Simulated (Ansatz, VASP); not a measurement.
## Two plane-wave programs on Cd

```
Cd
1.0
     2.96807    0.00000    0.00000
    -1.48404    2.57043    0.00000
     0.00000    0.00000    6.15224
Cd
2
Cartesian
  0.0000 1.7136 1.5381
  1.4840 0.8568 4.6142
```

Alike in both runs: task single point; functional BLYP; k mesh 19 × 19 × 8; occupations fermi-dirac, width 0.1 eV; no spin polarisation.

```csv
,VASP,Ansatz
version,VASP 6.6.1,Ansatz 0.2.0
potentials or method,"VASP PAW PBE potentials, release 64 (Cd), cutoff 520 eV","plane waves (420 eV) with PAW, scalar-relativistic"
valence electrons in the cell,24,40
```

```csv
,VASP,Ansatz,Ansatz less VASP
pressure (GPa),4.9,4.5,-0.38
"traceless stress, the component that is largest in VASP (GPa)",-1.43,-1.20,+0.227
```

VASP's potentials were made for PBE, not for BLYP. VASP's potentials hold 24 valence electrons a cell and Ansatz's 40, so a difference there can come from the potentials and not from the codes.
